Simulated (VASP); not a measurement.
In2CuO4, 7 atoms in the cell. Symmetry: I4/mmm, No. 139, tetragonal system. Conventional cell: a = 3.957 Å, b = 3.957 Å, c = 12.080 Å, α = 90.00°, β = 90.00°, γ = 90.00°. In (site symmetry 4mm) has 8 O at 2.34 to 2.66 Å within 3.1 Å. Cu (site symmetry 4/mmm) has 4 O at 1.98 Å within 2.6 Å. O (site symmetry mmm) has 2 Cu at 1.98 Å and 4 In at 2.66 Å and 4 O at 2.80 Å within 2.8 Å. O (site symmetry -4m2) has 4 In at 2.34 Å and 6 O at 2.80 to 3.02 Å within 3.1 Å. 

* Program: VASP 6.6.1
* Task: single point
* Functional: LDA
* Potentials or basis: VASP PAW LDA potentials, release 64 (In_d, Cu, O)
* Cutoff: 520 eV
* k mesh: 7 × 7 × 7
* Occupations: gaussian, width 0.05 eV
* Spin: collinear spin
* Starting moments: [0.0, 0.0, 1.0, 0.0, 0.0, 0.0, 0.0] μB
* Hubbard terms: Cu d U = 5.0 eV
* Dipole correction: no
* Further INCAR settings: ALGO = Normal; EDIFF = 1e-07; NBANDS = 44

Potentials or basis: VASP PAW LDA potentials, release 64 (In_d, Cu, O).

The run is started by

```sh
$ cat potpaw_LDA.64/In_d/POTCAR potpaw_LDA.64/Cu/POTCAR potpaw_LDA.64/O/POTCAR > POTCAR
$ mpirun -np 1 vasp_std > vasp.out
```

Hardware: 1 thread of Intel Xeon 8259CL, on a shared host.

Q: Estimate the wall time of this run.

A: Run time: 26 min on 1 thread of Intel Xeon 8259CL, with other jobs on the host, peak memory 0.46 GiB. Counts: scf iterations 18, k points 40.
